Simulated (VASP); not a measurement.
A run of VASP 6.6.1 is set up as follows.

POSCAR

```
Zr
1.0
    3.2425849918      0.0000000000      0.0000000000
   -1.6212924959      2.8081609768      0.0000000000
    0.0000000000      0.0000000000      5.1638568273
Zr
2
Direct
    0.3333333333      0.6666666667      0.2500000000
    0.6666666667      0.3333333333      0.7500000000
```

INCAR.step1

```
SYSTEM = Zr
ALGO = Normal
EDIFF = 1E-4
ENCUT = 520
GGA = PE
ISMEAR = -1
LASPH = .TRUE.
LCHARG = .FALSE.
LREAL = .FALSE.
LWAVE = .TRUE.
NBANDS = 19
NELM = 60
PREC = Accurate
SIGMA = 0.1
```

INCAR.step2

```
SYSTEM = Zr
ALGO = Normal
EDIFF = 1E-6
ENCUT = 520
ISIF = 2
ISMEAR = -1
ISTART = 1
LASPH = .TRUE.
LCHARG = .FALSE.
LMIXTAU = .TRUE.
LREAL = .FALSE.
LWAVE = .FALSE.
METAGGA = R2SCAN
NBANDS = 19
NELM = 60
PREC = Accurate
SIGMA = 0.1
```

File KPOINTS:

```
k-points
0
G
  15 15 8
  0 0 0
```

Potentials or basis: VASP PAW PBE potentials, release 64 (Zr_sv).

Command:

```sh
$ cat potpaw_PBE.64/Zr_sv/POTCAR > POTCAR
$ cp INCAR.step1 INCAR
$ mpirun -np 1 vasp_std > vasp.out
$ cp INCAR.step2 INCAR
$ mpirun -np 1 vasp_std > vasp.out
```

Question: Predict the pressure.

Answer: 0.0 GPa.

Question: Predict the band gap on the k mesh.

Answer: Zero (bands 12 and 13 overlap by 1.28 eV).

Stress tensor (GPa, compression positive):
```
 0.04  0.00  0.00
 0.00  0.04  0.00
 0.00  0.00 -0.16
```

Caveat: the PAW data sets were made with another functional, which shifts forces and pressure a little.
